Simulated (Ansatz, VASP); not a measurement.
**One calculation of ZnS, two programs**

```
Zn S
1.0
    -3.84672    0.00000    0.00000
    -1.92336   -3.33136    0.00000
    -0.96187   -0.55534   12.59023
Zn S
4 4
Direct
  0.89060 0.89060 0.65625
  0.97395 0.97395 0.15625
  0.18227 0.18227 0.90622
  0.59895 0.59895 0.40622
  0.85939 0.85939 0.84349
  0.94274 0.94274 0.34349
  0.31769 0.31769 0.09384
  0.56767 0.56767 0.59384
```

Alike in both runs: task single point; functional PBE; k mesh 8 × 8 × 2; occupations gaussian, width 0.05 eV; no spin polarisation.

```csv
,VASP,Ansatz
version,VASP 6.6.1,Ansatz 0.2.0
potentials or method,"VASP PAW PBE potentials, release 64 (Zn, S), cutoff 520 eV","scalar-relativistic, plane waves, PAW"
valence electrons in the cell,72,72
```

```tsv
	VASP	Ansatz	Ansatz less VASP
gap on the k mesh at the Fermi level (eV)	1.77	1.76	-0.003
least direct gap on the mesh (eV)	1.77	1.76	-0.003
pressure (GPa)	-0.3	-0.5	-0.14
traceless stress, the component that is largest in VASP (GPa)	1.37	1.37	+0.002
rms of the force components (eV/Å)	0.175	0.174	-0.0015
```

Atom by atom the forces differ by 0.003 eV/Å (rms over components). With one functional, cell and mesh, what is left measures potentials, basis and numerics.
